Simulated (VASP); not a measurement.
A run of VASP 6.6.1:

File INCAR:

```
SYSTEM = PbSe
  PREC = Accurate
  ENCUT = 520
  EDIFF = 1E-7
  ISMEAR = -1
  SIGMA = 0.01
  LREAL = .False.
  LASPH = .True.
  NELM = 150
  ALGO = Normal
  ISIF = 2
  LWAVE = .False.
  LCHARG = .False.
  MAGMOM = 0 0 0 0 0 0
  LORBIT = 11
  LSORBIT = .True.
  GGA_COMPAT = .False.
  LORBMOM = .True.
  GGA = PS
  NBANDS = 32
```

The input KPOINTS:

```
regular mesh
0
Gamma
  12 12 12
  0 0 0
```

Contents of POSCAR:

```
PbSe
1.0
    0.0000000000      3.0514739670      3.0362165972
    3.0514739670      0.0000000000      3.0362165972
    3.0514739670      3.0514739670      0.0000000000
Pb Se
1 1
Direct
    0.0000000000      0.0000000000      0.0000000000
    0.5000000000      0.5000000000      0.5000000000
```

Potentials or basis: VASP PAW PBE potentials, release 64 (Pb_d, Se).

Command:

```sh
$ cat potpaw_PBE.64/Pb_d/POTCAR potpaw_PBE.64/Se/POTCAR > POTCAR
$ mpirun -np 1 vasp_ncl > vasp.out
```

Hardware: 1 thread of Oxide Virtual Turin-like Processor, on a shared host.

Q: Estimate the wall time of this run.

A: Run time: 16 min on 1 thread of Oxide Virtual Turin-like Processor (shared host), peak memory 0.56 GiB. Counts: scf iterations 15, k points 163.
